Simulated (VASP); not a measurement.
# Al (a cell with a defect) in VASP: further runs

The runs below take Al (a cell with a defect) through single point, with PBE.

Everything below comes from runs of VASP 6.6.1. Logs are shortened: lines on timing, memory, paths and dates and some standing lists are left out, and cuts for length are marked.

## (1) The cell of the first run

The cell holds a defect, 31 atoms: a = 8.100 Å, b = 8.100 Å, c = 8.100 Å, α = 90.00°, β = 90.00°, γ = 90.00°.

## (2) Single point, PBE

Input file INCAR:

```
ALGO = Normal
EDIFF = 1E-7
ENCUT = 520
GGA = PE
ISIF = 2
ISMEAR = 0
LASPH = True
LCHARG = False
LREAL = Auto
LWAVE = False
NBANDS = 68
NELM = 60
PREC = Accurate
SIGMA = 0.15
```

Input file KPOINTS:

```
k-points
0
Gamma
  3 3 3
```

Input file POSCAR:

```
Al
1.0
    8.1000000000      0.0000000000      0.0000000000
    0.0000000000      8.1000000000      0.0000000000
    0.0000000000      0.0000000000      8.1000000000
Al
31
Direct
    0.7500000000      0.2500000000      0.0000000000
    0.7500000000     -0.0013338448      0.2513338448
    0.0026946446      0.0026946446      0.0000000000
    0.4973053554      0.0026946446      0.0000000000
    0.4973053554      0.4973053554      0.0000000000
    0.7500000000      0.7500000000      0.0000000000
    0.2500000000      0.0026946446      0.2473053554
    0.4973053554      0.2500000000      0.2473053554
    0.7500000000      0.5013338448      0.2513338448
    0.5013338448     -0.0013338448      0.5000000000
    0.7500000000      0.2500000000      0.5000000000
    0.7500000000     -0.0013338448      0.7486661552
    0.0026946446      0.4973053554      0.0000000000
    0.2500000000      0.7500000000      0.0000000000
    0.0026946446      0.2500000000      0.2473053554
    0.2500000000      0.4973053554      0.2473053554
    0.5013338448      0.7500000000      0.2513338448
   -0.0013338448     -0.0013338448      0.5000000000
    0.2500000000      0.2500000000      0.5000000000
    0.5013338448      0.5013338448      0.5000000000
    0.7500000000      0.7500000000      0.5000000000
    0.2500000000      0.0026946446      0.7526946446
    0.4973053554      0.2500000000      0.7526946446
    0.7500000000      0.5013338448      0.7486661552
   -0.0013338448      0.7500000000      0.2513338448
   -0.0013338448      0.5013338448      0.5000000000
    0.2500000000      0.7500000000      0.5000000000
    0.0026946446      0.2500000000      0.7526946446
    0.2500000000      0.4973053554      0.7526946446
    0.5013338448      0.7500000000      0.7486661552
   -0.0013338448      0.7500000000      0.7486661552
```

Potentials or basis: VASP PAW PBE potentials, release 64 (Al).

Launch:

```sh
> cat potpaw_PBE.64/Al/POTCAR > POTCAR
> mpirun -np 1 vasp_std > vasp.out
```

OUTCAR:

```text
EDIFF = 1E-7
   ENCUT = 520
   GGA = PE
   ISIF = 2
   ISMEAR = 0
   LASPH = True
   LREAL = Auto
   NELM = 60
   PREC = Accurate

 ion  position               nearest neighbor table
   1  0.750  0.250  0.000-   3 2.86   4 2.86   5 2.86   8 2.86  13 2.86  15 2.86  23 2.86  28 2.86
                             9 2.88  12 2.88  24 2.88   2 2.88
   2  0.750  0.999  0.251-  10 2.85  17 2.85  18 2.85  21 2.85  25 2.85   6 2.86  11 2.86   1 2.88
                             4 2.89   3 2.89   8 2.89  15 2.89
   3  0.003  0.003  0.000-   7 2.83  15 2.83  22 2.83  28 2.83  14 2.86   1 2.86   2 2.89  25 2.89
                            12 2.89  31 2.89   6 2.89
   4  0.497  0.003  0.000-   7 2.83   8 2.83  22 2.83  23 2.83   1 2.86  14 2.86  17 2.89  12 2.89
                             2 2.89  30 2.89   6 2.89
   5  0.497  0.497  0.000-   8 2.83  16 2.83  23 2.83  29 2.83  14 2.86   1 2.86   9 2.89  24 2.89
                            17 2.89  30 2.89   6 2.89
   6  0.750  0.750  0.000-   2 2.86   9 2.86  12 2.86  17 2.86  24 2.86  25 2.86  30 2.86  31 2.86
                             3 2.89   4 2.89  13 2.89   5 2.89
   7  0.250  0.003  0.247-   3 2.83   4 2.83   8 2.83  15 2.83  14 2.86  19 2.86  18 2.89  10 2.89
                            17 2.89  25 2.89  27 2.89
   8  0.497  0.250  0.247-   4 2.83   5 2.83   7 2.83  16 2.83   1 2.86  19 2.86  10 2.89  20 2.89
                             2 2.89   9 2.89  11 2.89
   9  0.750  0.501  0.251-  17 2.85  20 2.85  21 2.85  25 2.85  26 2.85  11 2.86   6 2.86   1 2.88
[... 31 lines left out ...]
  25  0.999  0.750  0.251-   2 2.85   9 2.85  18 2.85  21 2.85  26 2.85   6 2.86  27 2.86  14 2.88
                            13 2.89   3 2.89   7 2.89  16 2.89
  26  0.999  0.501  0.500-   9 2.85  21 2.85  24 2.85  25 2.85  31 2.85  27 2.86  11 2.86  19 2.88
                            15 2.89  28 2.89  29 2.89  16 2.89
  27  0.250  0.750  0.500-  10 2.86  17 2.86  18 2.86  20 2.86  25 2.86  26 2.86  30 2.86  31 2.86
                             7 2.89  29 2.89  22 2.89  16 2.89
  28  0.003  0.250  0.753-   3 2.83  13 2.83  22 2.83  29 2.83   1 2.86  19 2.86  26 2.89  18 2.89
                            12 2.89  24 2.89  11 2.89
  29  0.250  0.497  0.753-   5 2.83  13 2.83  23 2.83  28 2.83  14 2.86  19 2.86  26 2.89  20 2.89
                            30 2.89  31 2.89  27 2.89
  30  0.501  0.750  0.749-  10 2.85  12 2.85  20 2.85  21 2.85  24 2.85   6 2.86  27 2.86  14 2.88
                             4 2.89   5 2.89  22 2.89  29 2.89
  31  0.999  0.750  0.749-  12 2.85  18 2.85  21 2.85  24 2.85  26 2.85   6 2.86  27 2.86  14 2.88
                             3 2.89  13 2.89  22 2.89  29 2.89

  LATTYP: Found a simple cubic cell.
 ALAT       =     8.1000000000

  Lattice vectors:

 A1 = (   8.1000000000,   0.0000000000,   0.0000000000)
 A2 = (   0.0000000000,   8.1000000000,   0.0000000000)
 A3 = (   0.0000000000,   0.0000000000,   8.1000000000)

Analysis of symmetry for initial positions (statically):
=====================================================================
 Subroutine PRICEL returns:
 Original cell was already a primitive cell.

 Routine SETGRP: Setting up the symmetry group for a
 simple cubic supercell.

 Subroutine GETGRP returns: Found 48 space group operations
 (whereof  4 operations were pure point group operations)
 out of a pool of 48 trial point group operations.

The static configuration has the point symmetry C_2v.
 The point group associated with its full space group is O_h .

Analysis of symmetry for dynamics (positions and initial velocities):
=====================================================================
 Subroutine PRICEL returns:
 Original cell was already a primitive cell.

 Routine SETGRP: Setting up the symmetry group for a
 simple cubic supercell.

 Subroutine GETGRP returns: Found 48 space group operations
 (whereof  4 operations were pure point group operations)
 out of a pool of 48 trial point group operations.

The dynamic configuration has the point symmetry C_2v.
[... 44 lines left out ...]
   TEBEG  =    0.0;   TEEND  =   0.0 temperature during run
   PSTRESS=    0.0 pullay stress
   NELECT =      93.0000    total number of electrons
   NUPDOWN=      -1.0000    fix difference up-down
   EMIN   =  10.00;   EMAX   =-10.00  energy-range for DOS
   EFERMI =   0.00;   METHOD = LEGACY
   ISMEAR =     0;   SIGMA  =   0.15  broadening in eV -4-tet -1-fermi 0-gaus
   EFERMI_NEDOS =   21; number of points for ismear=-14 and -15
   IALGO  =     38    algorithm
   IMIX   =      4    mixing-type and parameters
     AMIX     =   0.40;   BMIX     =  1.00
     AMIX_MAG =   1.60;   BMIX_MAG =  1.00
  volume/ion in A,a.u.               =      17.14       115.69
  Fermi-wavevector in a.u.,A,eV,Ry     =   0.915695  1.730412 11.408446  0.838497
  Thomas-Fermi vector in A             =   2.040466
   LORBIT       =      0    0 simple, 1 ext, 2 COOP (PROOUT), +10 PAW based schemes
   GGA     = PE    functional components
   LHFCALC =     F    Hartree Fock is set to
   AEXX    =    0.0000 exact exchange contribution
   IVDW    =     0    specifies the selected vdW correction
   LEPSILON=     F    determine dielectric tensor
   LRPA    =     F    only Hartree local field effects (RPA)
 non-spin polarized calculation
 Gauss-broadening in eV      SIGMA  =   0.15
  energy-cutoff  :      520.00
  volume of cell :      531.44
 maximum number of plane-waves:     14358
   NGX = 31   NGY = 31   NGZ = 31

 number of electron      93.0000000 magnetization

 Free energy of the ion-electron system (eV)
  ---------------------------------------------------
  ext. energy  EPLUGINS =         0.00000000
  ---------------------------------------------------
  free energy    TOTEN  =      -116.00765858 eV

  energy without entropy =     -115.89684098  energy(sigma->0) =     -115.95224978

 E-fermi :   7.4612     XC(G=0): -10.0294

 val. band max:        7.4164684920   @ k =   0.3333   0.3333   0.3333
 cond. band min:       7.4622200227   @ k =   0.3333   0.3333   0.3333
 fundamental gap:      0.0457515307
 Fermi energy:         7.4612432795

 k-point     1 :       0.0000    0.0000    0.0000
  band No.  band energies     occupation
      1      -3.3693      2.00000
      2      -1.1999      2.00000
      3      -1.1999      2.00000
      4      -1.1706      2.00000
      5      -1.1706      2.00000
      6      -1.1706      2.00000
[... 233 lines left out ...]
     57       9.2678      0.00000
     58       9.5332      0.00000
 [bands above 58 left out]

------------------------ aborting loop because EDIFF is reached ----------------------------------------

  FORCE on cell =-STRESS in cart. coord.  units (eV):
  Direction    XX          YY          ZZ          XY          YZ          ZX
  --------------------------------------------------------------------------------------
  -------------------------------------------------------------------------------------
  Total       -3.9532577     -3.9532577     -3.9532577     -0.0000000     -0.0000000      0.0000000
  in kB      -11.9181996    -11.9181996    -11.9181996     -0.0000000     -0.0000000      0.0000000
  external PRESSURE =     -11.9181996 kB  Pullay stress =       0.0000000 kB

 VOLUME and BASIS-vectors are now :
 -----------------------------------------------------------------------------
  energy-cutoff  :      520.00
  volume of cell :      531.44
      direct lattice vectors                 reciprocal lattice vectors
     8.100000000  0.000000000  0.000000000     0.123456790  0.000000000  0.000000000
     0.000000000  8.100000000  0.000000000     0.000000000  0.123456790  0.000000000
     0.000000000  0.000000000  8.100000000     0.000000000  0.000000000  0.123456790

 POSITION                                       TOTAL-FORCE (eV/Angst)
 -----------------------------------------------------------------------------------
      6.07500      2.02500      0.00000         0.000000      0.000000      0.000000
      6.07500      8.08920      2.03580         0.000000      0.024496     -0.024496
      0.02183      0.02183      0.00000        -0.024459     -0.024459      0.000000
      4.02817      0.02183      0.00000         0.024459     -0.024459      0.000000
      4.02817      4.02817      0.00000         0.024459      0.024459      0.000000
      6.07500      6.07500      0.00000         0.000000      0.000000      0.000000
[... 23 lines left out ...]
      4.06080      6.07500      6.06420        -0.024496      0.000000      0.024496
      8.08920      6.07500      6.06420         0.024496      0.000000      0.024496
 -----------------------------------------------------------------------------------
    total drift:                                0.000000      0.000000      0.000000

  FREE ENERGIE OF THE ION-ELECTRON SYSTEM (eV)
  ---------------------------------------------------
  free  energy   TOTEN  =      -116.0076585787 eV

  energy  without entropy=     -115.8968409835  energy(sigma->0) =     -115.95224978
```

Run time: 3.5 min. Hardware: 1 thread of Intel Xeon Platinum 8488C (Sapphire Rapids), shared host; peak memory 0.48 GiB.

What came out:

| Item | Value |
| --- | --- |
| Free energy | -116.0077 eV |
| Pressure | -1.2 GPa |
| Largest force | 0.035 eV/Å |
| Band gap on the k mesh | zero (an odd number of electrons rules out a gap without spin polarisation) |

Forces in eV/Å, atoms in the order of the input:
```
Al   0.000  0.000  0.000
Al   0.000  0.024 -0.024
Al  -0.024 -0.024  0.000
Al   0.024 -0.024  0.000
Al   0.024  0.024  0.000
Al   0.000  0.000  0.000
Al   0.000 -0.024  0.024
Al   0.024  0.000  0.024
Al   0.000 -0.024 -0.024
Al  -0.024  0.024  0.000
Al   0.000  0.000  0.000
Al   0.000  0.024  0.024
Al  -0.024  0.024  0.000
Al   0.000  0.000  0.000
Al  -0.024  0.000  0.024
Al   0.000  0.024  0.024
Al  -0.024  0.000 -0.024
Al   0.024  0.024  0.000
Al   0.000  0.000  0.000
Al  -0.024 -0.024  0.000
Al   0.000  0.000  0.000
Al   0.000 -0.024 -0.024
Al   0.024  0.000 -0.024
Al   0.000 -0.024  0.024
Al   0.024  0.000 -0.024
Al   0.024 -0.024  0.000
Al   0.000  0.000  0.000
Al  -0.024  0.000 -0.024
Al   0.000  0.024 -0.024
Al  -0.024  0.000  0.024
Al   0.024  0.000  0.024
```

Levels at points of the mesh, in eV from the Fermi level:
| k point | band 42 | band 43 | band 44 | band 45 | band 46 | band 47 | band 48 | band 49 | band 50 | band 51 |
| --- | --- | --- | --- | --- | --- | --- | --- | --- | --- | --- |
| (0.00, 0.00, 0.00) | -0.59 | -0.30 | -0.30 | -0.30 | 0.45 | 0.49 | 0.49 | 0.49 | 0.52 | 0.52 |

## (3) Single point, PBE

Input file INCAR:

```
SYSTEM = Al
PREC = Accurate
ENCUT = 520
EDIFF = 1E-6
ISMEAR = 0
SIGMA = 0.15
LREAL = Auto
LASPH = .True.
NELM = 60
ALGO = Normal
ISIF = 2
LWAVE = .False.
LCHARG = .True.
GGA = PE
LELF = .True.
LVHAR = .True.
NBANDS = 68
```

Input file KPOINTS:

```
Automatic mesh
0
Gamma
  3 3 3
  0 0 0
```

Input file POSCAR:

```
Al
1.0
    8.1000000000      0.0000000000      0.0000000000
    0.0000000000      8.1000000000      0.0000000000
    0.0000000000      0.0000000000      8.1000000000
Al
31
Direct
    0.7500000000      0.2500000000      0.0000000000
    0.7500000000     -0.0013338272      0.2513338272
    0.0026946914      0.0026946914      0.0000000000
    0.4973053086      0.0026946914      0.0000000000
    0.4973053086      0.4973053086      0.0000000000
    0.7500000000      0.7500000000      0.0000000000
    0.2500000000      0.0026946914      0.2473053086
    0.4973053086      0.2500000000      0.2473053086
    0.7500000000      0.5013338272      0.2513338272
    0.5013338272     -0.0013338272      0.5000000000
    0.7500000000      0.2500000000      0.5000000000
    0.7500000000     -0.0013338272      0.7486661728
    0.0026946914      0.4973053086      0.0000000000
    0.2500000000      0.7500000000      0.0000000000
    0.0026946914      0.2500000000      0.2473053086
    0.2500000000      0.4973053086      0.2473053086
    0.5013338272      0.7500000000      0.2513338272
   -0.0013338272     -0.0013338272      0.5000000000
    0.2500000000      0.2500000000      0.5000000000
    0.5013338272      0.5013338272      0.5000000000
    0.7500000000      0.7500000000      0.5000000000
    0.2500000000      0.0026946914      0.7526946914
    0.4973053086      0.2500000000      0.7526946914
    0.7500000000      0.5013338272      0.7486661728
   -0.0013338272      0.7500000000      0.2513338272
   -0.0013338272      0.5013338272      0.5000000000
    0.2500000000      0.7500000000      0.5000000000
    0.0026946914      0.2500000000      0.7526946914
    0.2500000000      0.4973053086      0.7526946914
    0.5013338272      0.7500000000      0.7486661728
   -0.0013338272      0.7500000000      0.7486661728
```

Potentials or basis: VASP PAW PBE potentials, release 64 (Al).

Launch:

```sh
> cat potpaw_PBE.64/Al/POTCAR > POTCAR
> mpirun -np 1 vasp_std > vasp.out
```

Wall time 3 min (1 thread of Intel Xeon Platinum 8488C (Sapphire Rapids), shared host); peak memory 0.48 GiB.

Results (log left out):

- Free energy: -116.0077 eV
- Pressure: -1.2 GPa
- Largest force: 0.035 eV/Å
- Band gap on the k mesh: zero (an odd number of electrons rules out a gap without spin polarisation)

Forces on the atoms (eV/Å):
```
Al   0.000  0.000  0.000
Al   0.000  0.024 -0.024
Al  -0.024 -0.024  0.000
Al   0.024 -0.024  0.000
Al   0.024  0.024  0.000
Al   0.000  0.000  0.000
Al   0.000 -0.024  0.024
Al   0.024  0.000  0.024
Al   0.000 -0.024 -0.024
Al  -0.024  0.024  0.000
Al   0.000  0.000  0.000
Al   0.000  0.024  0.024
Al  -0.024  0.024  0.000
Al   0.000  0.000  0.000
Al  -0.024  0.000  0.024
Al   0.000  0.024  0.024
Al  -0.024  0.000 -0.024
Al   0.024  0.024  0.000
Al   0.000  0.000  0.000
Al  -0.024 -0.024  0.000
Al   0.000  0.000  0.000
Al   0.000 -0.024 -0.024
Al   0.024  0.000 -0.024
Al   0.000 -0.024  0.024
Al   0.024  0.000 -0.024
Al   0.024 -0.024  0.000
Al   0.000  0.000  0.000
Al  -0.024  0.000 -0.024
Al   0.000  0.024 -0.024
Al  -0.024  0.000  0.024
Al   0.024  0.000  0.024
```

Levels at points of the mesh, in eV from the Fermi level:
```csv
k point,band 42,band 43,band 44,band 45,band 46,band 47,band 48,band 49,band 50,band 51
"(0.00, 0.00, 0.00)",-0.59,-0.30,-0.30,-0.30,0.45,0.49,0.49,0.49,0.52,0.52
```

## (4) Single point, PBE

Input file INCAR:

```
ALGO = Normal
EDIFF = 1E-7
ENCUT = 520
GGA = PE
ISIF = 2
ISMEAR = 0
LASPH = True
LCHARG = True
LELF = True
LREAL = Auto
LVHAR = True
LWAVE = False
NBANDS = 68
NELM = 80
PREC = Accurate
SIGMA = 0.15
```

Input file KPOINTS:

```
k-points
0
Gamma
  3 3 3
```

Input file POSCAR:

```
Al
1.0
    8.1000000000      0.0000000000      0.0000000000
    0.0000000000      8.1000000000      0.0000000000
    0.0000000000      0.0000000000      8.1000000000
Al
31
Direct
    0.7484840268      0.2475435358     -0.0007031474
    0.7486827355     -0.0002301598      0.2472680157
    0.0007762223     -0.0003526622     -0.0006176251
    0.2527241870      0.2475899438     -0.0006243053
    0.5006296942      0.4996208925     -0.0005301480
    0.7487306190      0.7518613577     -0.0006751562
    0.2528364449     -0.0004036410      0.2473391659
    0.5005995176      0.2475031991      0.2472546516
    0.7516531565      0.4996509048      0.2502414601
    0.5005853770     -0.0004494754      0.4993602988
    0.7514512295      0.2506366584      0.4994292865
    0.7485428833     -0.0003762466      0.7514238948
    0.0006026360      0.4997181202     -0.0005349767
    0.2528815502      0.7516900361     -0.0005807497
    0.0006476016      0.2505475876      0.2502702891
    0.2497389298      0.4996620366      0.2504357401
    0.5008921768      0.7517592601      0.2472728085
    0.0005916585     -0.0004005105      0.4994123955
    0.2496731573      0.2504573504      0.4995120692
    0.5005876038      0.4996059691      0.4994703068
    0.7516204092      0.7486825424      0.4993845229
    0.2526646401     -0.0002755712      0.7515040871
    0.5005586287      0.2474327168      0.7515460909
    0.7514411928      0.4997078964      0.7484652900
    0.0007510574      0.7487935812      0.2503350256
    0.0006083731      0.4996750658      0.4994023328
    0.2498821726      0.7487065894      0.4995338775
    0.0004288004      0.2504959099      0.7484930349
    0.2497188896      0.4995456873      0.7486034180
    0.5007716743      0.7517559909      0.7515723626
    0.0006755540      0.7487623344      0.7484893836
```

Launch:

```sh
> cat potpaw_PBE.64/Al/POTCAR > POTCAR
> mpirun -np 1 vasp_std > vasp.out
```

Wall time 9.1 min (1 thread of Intel Xeon Platinum 8488C (Sapphire Rapids), shared host); peak memory 0.63 GiB.

The run converged. Its results:

| Quantity | Value |
| --- | --- |
| Free energy | -116.0098 eV |
| Pressure | -1.2 GPa |
| Largest force | 0.012 eV/Å |
| Band gap on the k mesh | zero (an odd number of electrons rules out a gap without spin polarisation) |

Forces in eV/Å, atoms in the order of the input:
```
Al  -0.005 -0.003  0.002
Al  -0.008 -0.002 -0.002
Al   0.001 -0.002 -0.001
Al   0.001 -0.005  0.004
Al   0.005 -0.001 -0.003
Al  -0.009  0.004  0.002
Al   0.001  0.002 -0.004
Al  -0.001 -0.002 -0.001
Al   0.003 -0.001  0.005
Al   0.006  0.000 -0.003
Al   0.006  0.002 -0.002
Al  -0.008  0.002  0.008
Al   0.005 -0.003 -0.005
Al   0.001  0.007  0.001
Al   0.004  0.007  0.008
Al  -0.004 -0.002  0.005
Al  -0.004  0.005 -0.002
Al   0.004 -0.001 -0.004
Al  -0.007  0.009 -0.005
Al   0.004 -0.002 -0.004
Al   0.001 -0.001 -0.001
Al   0.004 -0.004  0.007
Al   0.001 -0.002  0.005
Al   0.005 -0.001 -0.001
Al   0.001 -0.006  0.005
Al   0.005 -0.004 -0.001
Al  -0.007 -0.006 -0.002
Al   0.005  0.009 -0.005
Al  -0.007  0.001 -0.007
Al  -0.004  0.006  0.005
Al   0.001 -0.006 -0.004
```

Levels at points of the mesh, in eV from the Fermi level:
```
           k point  band 44  band 45  band 46  band 47  band 48  band 49  band 50  band 51
(0.00, 0.00, 0.00)    -0.28    -0.28     0.41     0.50     0.50     0.50     0.54     0.54
```
